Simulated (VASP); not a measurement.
Write the native input for VASP 6.6.1 that does the following.

- Task: relaxation of cell and atoms
- Functional: PBEsol
- Potentials or basis: VASP PAW PBE potentials, release 64 (Mo_sv, P)
- Cutoff: 500 eV
- k mesh: 18 × 18 × 14
- Occupations: gaussian, width 0.1 eV
- Spin: no spin polarisation
- Dipole correction: no
- Further INCAR settings: ALGO = Normal; EDIFF = 1e-07; IBRION = 2; EDIFFG = -0.005; NSW = 100; ISIF = 3

The structure of MoP lies in POSCAR:

```
MoP
1.0
    3.2230000535      0.0000000000      0.0000000000
   -1.6115000268      2.7911999227      0.0000000000
    0.0000000000      0.0000000000      3.1910000000
Mo P
1 1
Direct
    0.0000000000      0.0000000000      0.0000000000
    0.3333333333      0.6666666667      0.5000000000
```

These files were run (other wordings do the same):

INCAR

```
PREC = Accurate
ENCUT = 500
EDIFF = 1E-7
ISMEAR = 0
SIGMA = 0.1
LREAL = F
LASPH = T
NELM = 120
ALGO = Normal
ISIF = 3
LWAVE = F
LCHARG = F
GGA = PS
IBRION = 2
NSW = 100
EDIFFG = -0.005
GGA_COMPAT = F
NELMIN = 4
```

KPOINTS

```
Automatic mesh
0
Gamma
  18 18 14
```

Potentials or basis: VASP PAW PBE potentials, release 64 (Mo_sv, P).

Run with:

```console
$ cat potpaw_PBE.64/Mo_sv/POTCAR potpaw_PBE.64/P/POTCAR > POTCAR
$ mpirun -np 1 vasp_std > vasp.out
```

Results of the run:

```yaml
Relaxed_volume: 14.15 Å³/atom
Relaxed_cell: a = 3.208 Å, b = 3.208 Å, c = 3.175 Å, α = 90.00°, β = 90.00°, γ = 120.00°
Space_group_after_relaxing_to_0.05_Å: P-6m2 (No. 187)
Energy_gained_by_relaxing: 2.2 meV/atom
Ionic_steps: 5
Pressure_after_relaxing: 0.0 GPa
```

Caveat: the PAW data sets were made with another functional, which shifts forces and pressure a little.

Wall time 2.4 min on 1 thread of AMD EPYC 9R45 96-Core Processor (Zen 5), with other jobs on the host, peak memory 0.2 GiB.
